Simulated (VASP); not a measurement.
A run of VASP 6.6.1 is set up as follows.

INCAR

```
PREC = Accurate
ENCUT = 600
EDIFF = 1E-7
ISMEAR = 0
SIGMA = 0.05
LREAL = F
LASPH = T
NELM = 100
ALGO = Normal
ISIF = 4
LWAVE = F
LCHARG = F
GGA = PE
IBRION = 2
NSW = 60
EDIFFG = -0.01
```

The input KPOINTS:

```
regular mesh
0
Gamma
  8 8 12
```

POSCAR

```
ZrC
1.0
    4.1958766342      0.0000000000      0.0000000000
    0.0000000000      4.1958766342      0.0000000000
    0.0000000000      0.0000000000      3.0070033677
Zr C
2 2
Direct
    0.5000000000      0.0000000000      0.2433932836
    0.0000000000      0.5000000000      0.7566067164
    0.0000000000      0.0000000000      0.0000000000
    0.5000000000      0.5000000000      0.0000000000
```

Potentials or basis: VASP PAW PBE potentials, release 64 (Zr_sv, C).

Launch:

```sh
$ cat potpaw_PBE.64/Zr_sv/POTCAR potpaw_PBE.64/C/POTCAR > POTCAR
$ mpirun -np 1 vasp_std > vasp.out
```

(1) What does it give for the band gap on the k mesh?

Answers

(1) zero (bands 16 and 17 overlap by 1.02 eV).
